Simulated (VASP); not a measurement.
**BaCd3Se4: relaxation of cell and atoms with PBE**

Crystal: BaCd3Se4.

```
Ba Cd Se
1.0
     5.70255    0.00000    0.00000
    -2.85128    4.93856    0.00000
     0.00000    0.00000    7.70503
Ba Cd Se
1 3 4
Direct
  0.00000 0.00000 0.00000
  0.33333 0.66667 0.50000
  0.66667 0.33333 0.50000
  0.00000 0.00000 0.50000
  0.33333 0.66667 0.78437
  0.33333 0.66667 0.21563
  0.66667 0.33333 0.21563
  0.66667 0.33333 0.78437
```

The cell was generated, and may not be a known phase.

```yaml
Program: VASP 6.6.1
Task: relaxation of cell and atoms
Functional: PBE
Potentials_or_basis: VASP PAW PBE potentials, release 64 (Ba_sv, Cd, Se)
Cutoff: 600 eV
k_mesh: 3 × 3 × 2
Occupations: gaussian, width 0.15 eV
Spin: no spin polarisation
Dipole_correction: no
Further_INCAR_settings: ALGO = Normal; EDIFF = 1e-07; IBRION = 2; EDIFFG = -0.08; NSW = 36; ISIF = 3
```

```yaml
Relaxed_volume: 29.88 Å³/atom
Relaxed_cell: a = 5.731 Å, b = 5.731 Å, c = 8.404 Å, α = 90.00°, β = 90.00°, γ = 120.00°
Space_group_after_relaxing_to_0.1_Å: P6/mmm (No. 191)
Energy_gained_by_relaxing: 322.3 meV/atom
Ionic_steps: 8
Pressure_after_relaxing: -0.1 GPa
Largest_force_after_relaxing: 0.051 eV/Å
Band_gap_on_the_k_mesh: zero (bands 35 and 36 overlap by 1.21 eV)
```

Forces in eV/Å, atoms in the order of the input:
```
Ba   0.000  0.000  0.000
Cd   0.000  0.000  0.000
Cd   0.000  0.000  0.000
Cd   0.000  0.000  0.000
Se   0.000  0.000  0.051
Se   0.000  0.000 -0.051
Se   0.000  0.000 -0.051
Se   0.000  0.000  0.051
```

Stress tensor (GPa, compression positive):
```
 0.00  0.00  0.00
 0.00  0.00  0.00
 0.00  0.00 -0.19
```

The path:
```csv
step,energy change (eV),largest force (eV/Å),pressure (GPa),volume (Å³)
1,0.0000,4.8609,12.67,216.99
2,-1.0221,0.4811,-5.63,286.29
3,-2.4984,0.1456,-1.77,246.34
4,-2.5327,0.1284,-1.33,244.23
5,-2.5321,0.4609,1.27,234.89
6,-2.5731,0.0406,-0.48,240.57
7,-2.5778,0.1021,0.13,238.39
8,-2.5786,0.0513,-0.06,239.03
```

Final structure:
```
Ba Cd Se
1.0
     5.73090    0.00000    0.00000
    -2.86545    4.96310    0.00000
     0.00000    0.00000    8.40383
Ba Cd Se
1 3 4
Cartesian
  0.0000 0.0000 0.0000
  0.0000 3.3087 4.2019
  2.8655 1.6544 4.2019
  0.0000 0.0000 4.2019
  0.0000 3.3087 6.7099
  0.0000 3.3087 1.6939
  2.8655 1.6544 1.6939
  2.8655 1.6544 6.7099
```

Levels at points of the mesh, in eV from the Fermi level:
```csv
k point,band 32,band 33,band 34,band 35,band 36,band 37,band 38,band 39
"(0.00, 0.00, 0.00)",-0.91,-0.86,-0.86,-0.58,-0.58,1.01,1.72,1.72
"(0.00, 0.00, 0.50)",-0.98,-0.98,-0.65,-0.44,-0.44,1.52,2.32,2.32
```

Run time: 16 min on 1 thread of Intel(R) Xeon(R) Platinum 8375C CPU @ 2.90GHz (Ice Lake), on a shared host, peak memory 0.45 GiB.

Caveat: the k points lie up to 0.42 Å⁻¹ apart in the final cell, too coarse for converged energies and pressures of a metal; spin-orbit coupling is left out, which moves the levels of the heavy elements; the relaxation stopped at a loose force limit of 0.08 eV/Å, so its end isn't a converged minimum.
